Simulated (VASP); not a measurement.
A run of VASP 6.6.1:

INCAR

```
SYSTEM = Rb
  PREC = Accurate
  ENCUT = 520
  EDIFF = 1E-8
  ISMEAR = -1
  SIGMA = 0.1
  LREAL = .False.
  LASPH = .True.
  NELM = 80
  ALGO = Normal
  ISIF = 2
  LWAVE = .False.
  LCHARG = .False.
  GGA = PE
  NBANDS = 10
  IBRION = 8
  NSW = 1
```

Contents of KPOINTS:

```
regular mesh
0
Gamma
  4 4 4
  0 0 0
```

File POSCAR:

```
Rb
1.0
   -2.8364000000      2.8364000000      2.8364000000
    2.8364000000     -2.8364000000      2.8364000000
    2.8364000000      2.8364000000     -2.8364000000
Rb
1
Direct
    0.0000000000      0.0000000000      0.0000000000
```

Potentials or basis: VASP PAW PBE potentials, release 64 (Rb_sv).

Launch:

```sh
$ cat potpaw_PBE.64/Rb_sv/POTCAR > POTCAR
$ mpirun -np 1 vasp_std > vasp.out
```

Hardware: 1 thread of Intel(R) Xeon(R) 6975P-C (Granite Rapids) (shared host).

Q: Estimate the wall time of this run.

A: Run time: 27 s on 1 thread of Intel(R) Xeon(R) 6975P-C (Granite Rapids), with other jobs on the host, peak memory 0.27 GiB. Counts: scf iterations 31, k points 8.
